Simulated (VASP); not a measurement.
# TaSi2 (P6_222) in VASP: a series of runs, part 2 of 2

VASP 6.6.1. The steps go on from the part before.

## (3) Relaxation of cell and atoms, PBE+D3(BJ)

INCAR

```
SYSTEM = TaSi2
PREC = Accurate
ENCUT = 600
EDIFF = 1E-7
ISMEAR = -1
SIGMA = 0.05
LREAL = .FALSE.
LASPH = .TRUE.
NELM = 60
ALGO = Normal
ISIF = 3
LWAVE = .FALSE.
LCHARG = .FALSE.
GGA = PE
IVDW = 12
IBRION = 2
NSW = 60
EDIFFG = -0.01
```

KPOINTS

```
Automatic mesh
0
G
  7 7 4
  0 0 0
```

POSCAR

```
TaSi2
1.0
    4.7800000000      0.0000000000      0.0000000000
   -2.3900000000      4.1396014301      0.0000000000
    0.0000000000      0.0000000000      6.5640000000
Ta Si
3 6
Direct
    0.0000000000      0.5000000000      0.1666666667
    0.5000000000      0.5000000000      0.8333333333
    0.5000000000      0.0000000000      0.5000000000
    0.3333000000      0.1666500000      0.1666666667
    0.1666500000      0.8333500000      0.8333333333
    0.8333500000      0.6667000000      0.5000000000
    0.6667000000      0.8333500000      0.1666666667
    0.8333500000      0.1666500000      0.8333333333
    0.1666500000      0.3333000000      0.5000000000
```

Potentials or basis: VASP PAW PBE potentials, release 64 (Ta_pv, Si).

Launch:

```console
> cat potpaw_PBE.64/Ta_pv/POTCAR potpaw_PBE.64/Si/POTCAR > POTCAR
> mpirun -np 1 vasp_std > vasp.out
```

OUTCAR:

```text
SYSTEM = TaSi2
   PREC = Accurate
   ENCUT = 600
   EDIFF = 1E-7
   ISMEAR = -1
   LREAL = .FALSE.
   LASPH = .TRUE.
   NELM = 60
   ISIF = 3
   GGA = PE
   IVDW = 12
   IBRION = 2
   NSW = 60
   EDIFFG = -0.01
 IVDW          = 12

 ion  position               nearest neighbor table
   1  0.000  0.500  0.167-   6 2.59   9 2.59   8 2.59   5 2.59   4 2.76   7 2.76   4 2.76   7 2.76
                             7 2.76   4 2.76   3 3.24   3 3.24   2 3.24   2 3.24
   2  0.500  0.500  0.833-   6 2.59   9 2.59   7 2.59   4 2.59   5 2.76   8 2.76   5 2.76   8 2.76
                             8 2.76   5 2.76   3 3.24   3 3.24   1 3.24   1 3.24
   3  0.500  0.000  0.500-   4 2.59   7 2.59   5 2.59   8 2.59   9 2.76   6 2.76   9 2.76   6 2.76
                             9 2.76   6 2.76   2 3.24   1 3.24   2 3.24   1 3.24
   4  0.333  0.167  0.167-   9 2.59   5 2.59   3 2.59   2 2.59   7 2.76   1 2.76   1 2.76   1 2.76
                             7 2.76   7 2.76
   5  0.167  0.833  0.833-   6 2.59   4 2.59   3 2.59   1 2.59   8 2.76   2 2.76   2 2.76   2 2.76
                             8 2.76   8 2.76
   6  0.833  0.667  0.500-   5 2.59   7 2.59   1 2.59   2 2.59   9 2.76   3 2.76   3 2.76   3 2.76
                             9 2.76   9 2.76
   7  0.667  0.833  0.167-   6 2.59   8 2.59   3 2.59   2 2.59   4 2.76   1 2.76   1 2.76   1 2.76
                             4 2.76   4 2.76
   8  0.833  0.167  0.833-   9 2.59   7 2.59   3 2.59   1 2.59   5 2.76   2 2.76   2 2.76   2 2.76
                             5 2.76   5 2.76
   9  0.167  0.333  0.500-   8 2.59   4 2.59   1 2.59   2 2.59   6 2.76   3 2.76   3 2.76   3 2.76
                             6 2.76   6 2.76

  LATTYP: Found a hexagonal cell.
 ALAT       =     4.7800000000
 C/A-ratio  =     1.3732217573

  Lattice vectors:

 A1 = (   4.7800000000,   0.0000000000,   0.0000000000)
 A2 = (  -2.3900000000,   4.1396014301,   0.0000000000)
 A3 = (   0.0000000000,   0.0000000000,   6.5640000000)

Analysis of symmetry for initial positions (statically):
=====================================================================
 Subroutine PRICEL returns:
 Original cell was already a primitive cell.

 Routine SETGRP: Setting up the symmetry group for a
 hexagonal supercell.

 Subroutine GETGRP returns: Found 12 space group operations
 (whereof  4 operations were pure point group operations)
 out of a pool of 24 trial point group operations.

The static configuration has the point symmetry D_2 .
 The point group associated with its full space group is D_6 .

Analysis of symmetry for dynamics (positions and initial velocities):
=====================================================================
 Subroutine PRICEL returns:
 Original cell was already a primitive cell.

 Routine SETGRP: Setting up the symmetry group for a
 hexagonal supercell.

 Subroutine GETGRP returns: Found 12 space group operations
 (whereof  4 operations were pure point group operations)
 out of a pool of 24 trial point group operations.

The dynamic configuration has the point symmetry D_2 .
 The point group associated with its full space group is D_6 .

 Subroutine INISYM returns: Found 12 space group operations
 (whereof  4 operations are pure point group operations),
 and found     1 'primitive' translations

----------------------------------------------------------------------------------------

                                     Primitive cell

  volume of cell :     129.8838

  direct lattice vectors                    reciprocal lattice vectors
     4.780000000  0.000000000  0.000000000     0.209205021  0.120784575  0.000000000
    -2.390000000  4.139601430  0.000000000     0.000000000  0.241569150  0.000000000
     0.000000000  0.000000000  6.564000000     0.000000000  0.000000000  0.152346130

  length of vectors
     4.780000000  4.780000000  6.564000000     0.241569150  0.241569150  0.152346130

  position of ions in fractional coordinates (direct lattice)
     0.000000000  0.500000000  0.166666667
[... 30 lines left out ...]

  Cartesian coordinates                     Fractional coordinates (reciprocal lattice)
     0.029886432  0.017254939  0.000000000     0.142857143  0.000000000  0.000000000
     0.000000000  0.034509879  0.000000000     0.000000000  0.142857143  0.000000000
     0.000000000  0.000000000  0.038086533     0.000000000  0.000000000  0.250000000

  Length of vectors
     0.034509879  0.034509879  0.038086533

  Shift w.r.t. Gamma in fractional coordinates (k-lattice)
     0.000000000  0.000000000  0.000000000

 Subroutine IBZKPT returns following result:
 ===========================================

 Found     24 irreducible k-points:

 Following reciprocal coordinates:
            Coordinates               Weight
  0.000000  0.000000  0.000000      1.000000
  0.142857 -0.000000  0.000000      6.000000
  0.285714  0.000000  0.000000      6.000000
  0.428571 -0.000000  0.000000      6.000000
  0.142857  0.142857  0.000000      6.000000
  0.285714  0.142857  0.000000     12.000000
[... 16 lines left out ...]
  0.428571  0.142857  0.500000      6.000000
  0.285714  0.285714  0.500000      6.000000
   k-points           NKPTS =     24   k-points in BZ     NKDIM =     24   number of bands    NBANDS=     34
   number of dos      NEDOS =    301   number of ions     NIONS =      9
   total plane-waves  NPLWV =  86400
   dimension x,y,z NGX =    40 NGY =   40 NGZ =   54
   dimension x,y,z NGXF=    80 NGYF=   80 NGZF=  108
   ions per type =               3   6
   NGX,Y,Z   is equivalent  to a cutoff of  13.91, 13.91, 13.68 a.u.
   NGXF,Y,Z  is equivalent  to a cutoff of  27.82, 27.82, 27.35 a.u.
 SYSTEM =  TaSi2
   PREC   = accura    normal or accurate (medium, high low for compatibility)
   ISTART =      0    job   : 0-new  1-cont  2-samecut
   ICHARG =      2    charge: 1-file 2-atom 10-const
   ISPIN  =      1    spin polarized calculation?
   LNONCOLLINEAR =      F non collinear calculations
   LSORBIT =      F    spin-orbit coupling
   LASPH  =      T    aspherical Exc in radial PAW
   ENCUT  =  600.0 eV  44.10 Ry    6.64 a.u.   9.55  9.55 13.11*2*pi/ulx,y,z
   NELM   =     60;   NELMIN=  2; NELMDL= -5     # of ELM steps
   EDIFF  = 0.1E-06   stopping-criterion for ELM
   LREAL  =      F    real-space projection
   EDIFFG = -.1E-01   stopping-criterion for IOM
   NSW    =     60    number of steps for IOM
   IBRION =      2    ionic relax: 0-MD 1-quasi-New 2-CG
   NFREE  =      1    steps in history (QN), initial steepest desc. (CG)
   ISIF   =      3    stress and relaxation
   ISYM   =      2    0-nonsym 1-usesym 2-fastsym
   POTIM  = 0.5000    time-step for ionic-motion
   TEBEG  =    0.0;   TEEND  =   0.0 temperature during run
   PSTRESS=    0.0 pullay stress
   NELECT =      57.0000    total number of electrons
   NUPDOWN=      -1.0000    fix difference up-down
   EMIN   =  10.00;   EMAX   =-10.00  energy-range for DOS
   EFERMI =   0.00;   METHOD = LEGACY
   ISMEAR =    -1;   SIGMA  =   0.05  broadening in eV -4-tet -1-fermi 0-gaus
   EFERMI_NEDOS =   21; number of points for ismear=-14 and -15
   IALGO  =     38    algorithm
   IMIX   =      4    mixing-type and parameters
     AMIX     =   0.40;   BMIX     =  1.00
     AMIX_MAG =   1.60;   BMIX_MAG =  1.00
  volume/ion in A,a.u.               =      14.43        97.39
  Fermi-wavevector in a.u.,A,eV,Ry     =   1.244079  2.350969 21.058195  1.547734
  Thomas-Fermi vector in A             =   2.378362
   LORBIT       =      0    0 simple, 1 ext, 2 COOP (PROOUT), +10 PAW based schemes
   GGA     = PE    functional components
   LHFCALC =     F    Hartree Fock is set to
   AEXX    =    0.0000 exact exchange contribution
   IVDW    =    12    specifies the selected vdW correction
   LEPSILON=     F    determine dielectric tensor
   LRPA    =     F    only Hartree local field effects (RPA)
 conjugate gradient relaxation of ions
 non-spin polarized calculation
  energy-cutoff  :      600.00
  volume of cell :      129.88
 maximum number of plane-waves:      4370
 NGX is ok and might be reduce to    40
   NGX = 19   NGY = 19   NGZ = 27

--------------------------------------- Ionic step        1  -------------------------------------------

 number of electron      56.9999997 magnetization

 Free energy of the ion-electron system (eV)
  ---------------------------------------------------
  ext. energy  EPLUGINS =         0.00000000
  ---------------------------------------------------
  free energy    TOTEN  =       -72.10857261 eV

  energy without entropy =      -72.07487986  energy(sigma->0) =      -72.09172624

------------------------ aborting loop because EDIFF is reached ----------------------------------------

 Edisp (eV)   -4.97762

 E8    (eV) :    -2.2777
[... 273 lines left out ...]
--------------------------------------- Ionic step        7  -------------------------------------------

 number of electron      56.9999999 magnetization

 Free energy of the ion-electron system (eV)
  ---------------------------------------------------
  ext. energy  EPLUGINS =         0.00000000
  ---------------------------------------------------
  free energy    TOTEN  =       -72.19627254 eV

  energy without entropy =      -72.17032712  energy(sigma->0) =      -72.18329983

 E-fermi :   9.5883     XC(G=0): -12.1660

 val. band max:        9.5800124329   @ k =   0.4286   0.1429   0.0000
 cond. band min:       9.6106478268   @ k =   0.2857   0.2857   0.5000
 fundamental gap:      0.0306353939
 Fermi energy:         9.5882899129

 k-point     1 :       0.0000    0.0000    0.0000
  band No.  band energies     occupation
      1     -24.7308      2.00000
      2     -24.7308      2.00000
      3     -24.7289      2.00000
      4     -24.6564      2.00000
      5     -24.6564      2.00000
      6     -24.5560      2.00000
[... 917 lines left out ...]
  FREE ENERGIE OF THE ION-ELECTRON SYSTEM (eV)
  ---------------------------------------------------
  free  energy   TOTEN  =       -77.2604290697 eV

  energy  without entropy=      -77.2344836446  energy(sigma->0) =      -77.24745636

 reached required accuracy - stopping structural energy minimisation
```

Run time: 18 min. Hardware: 1 thread of Intel Xeon 8259CL, shared host; peak memory 0.37 GiB.

What came out:

| Property | Result |
| --- | --- |
| Free energy | -77.2604 eV |
| Relaxed volume | 14.19 Å³/atom |
| Relaxed cell | a = 4.744 Å, b = 4.744 Å, c = 6.551 Å, α = 90.00°, β = 90.00°, γ = 120.00° |
| Space group after relaxing (to 0.1 Å) | P6_222 (No. 180) |
| Energy gained by relaxing | 19.4 meV/atom |
| Ionic steps | 7 |
| Pressure after relaxing | 0.0 GPa |
| Largest force after relaxing | 0.003 eV/Å |
| Band gap on the k mesh | zero (an odd number of electrons rules out a gap without spin polarisation) |
| Dispersion energy per atom | -0.563 eV |

Forces on the atoms (eV/Å):
```
Ta   0.000  0.000  0.000
Ta   0.000  0.000  0.000
Ta   0.000  0.000  0.000
Si  -0.003 -0.002  0.000
Si  -0.003  0.002  0.000
Si   0.000  0.003  0.000
Si   0.003  0.002  0.000
Si   0.003 -0.002  0.000
Si   0.000 -0.003  0.000
```

Step by step:
```tsv
step	energy change (eV)	largest force (eV/Å)	pressure (GPa)	volume (Å³)
1	0.0000	0.7870	-2.66	129.88
2	-0.1259	0.3222	3.61	125.42
3	-0.1276	0.3767	2.92	125.85
4	-0.1595	0.1612	-1.34	128.44
5	-0.1694	0.0151	-0.02	127.58
6	-0.1733	0.0008	0.00	127.72
7	-0.1742	0.0035	-0.02	127.68
```

Final structure:
```yaml
crystal:
  lattice:
    - [4.74387, 0.00000, 0.00000]
    - [-2.37193, 4.10831, 0.00000]
    - [0.00000, 0.00000, 6.55138]
  atoms:
    - { symbol: Ta, position: [0.00000, 0.50000, 0.16667] }
    - { symbol: Ta, position: [0.50000, 0.50000, 0.83333] }
    - { symbol: Ta, position: [0.50000, 0.00000, 0.50000] }
    - { symbol: Si, position: [0.31875, 0.15937, 0.16667] }
    - { symbol: Si, position: [0.15937, 0.84063, 0.83333] }
    - { symbol: Si, position: [0.84063, 0.68126, 0.50000] }
    - { symbol: Si, position: [0.68126, 0.84063, 0.16667] }
    - { symbol: Si, position: [0.84063, 0.15937, 0.83333] }
    - { symbol: Si, position: [0.15937, 0.31875, 0.50000] }
```

Caveat: spin-orbit coupling is left out, which moves the levels of the heavy elements.
